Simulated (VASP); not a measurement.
The system is Ag3F.

```
Ag F
1.0
     0.00000    3.64758    3.64758
     3.64758    0.00000    3.64758
     3.64758    3.64758    0.00000
Ag F
3 1
Direct
  0.25000 0.25000 0.25000
  0.75000 0.75000 0.75000
  0.50000 0.50000 0.50000
  0.00000 0.00000 0.00000
```

* Program: VASP 6.6.1
* Task: relaxation of cell and atoms
* Functional: PBE
* Potentials or basis: VASP PAW PBE potentials, release 64 (Ag, F)
* Cutoff: 600 eV
* k mesh: 4 × 4 × 4
* Occupations: gaussian, width 0.1 eV
* Spin: no spin polarisation

At the start: pressure -9.9 GPa; volume 24.27 Å³/atom.

**Question.** Where does the relaxation end?

**Answer.** Over 4 steps the energy falls by 364.9 meV/atom and the volume is 16.51 Å³/atom (-31.9 %); space group Fm-3m (No. 225, to 0.05 Å).

The path:
```csv
step,energy change (eV),largest force (eV/Å),pressure (GPa),volume (Å³)
1,0.0000,0.0000,-9.88,97.06
2,-1.1430,0.0000,-7.68,77.52
3,-1.4568,0.0000,-1.04,67.34
4,-1.4595,0.0000,0.38,66.06
```

Final structure:
```cif
data_structure
_symmetry_space_group_name_H-M 'P 1'
_symmetry_Int_Tables_number 1
_cell_length_a 4.5374
_cell_length_b 4.5374
_cell_length_c 4.5374
_cell_angle_alpha 60.000
_cell_angle_beta 60.000
_cell_angle_gamma 60.000
_cell_volume 66.06
loop_
_atom_site_label
_atom_site_type_symbol
_atom_site_fract_x
_atom_site_fract_y
_atom_site_fract_z
_atom_site_occupancy
Ag1 Ag 0.25000 0.25000 0.25000 1
Ag2 Ag 0.75000 0.75000 0.75000 1
Ag3 Ag 0.50000 0.50000 0.50000 1
F1 F 0.00000 0.00000 0.00000 1
```

Caveat: the k points lie up to 0.42 Å⁻¹ apart in the final cell; the volume moved by over 15 % at a fixed basis, so the end points are rough.
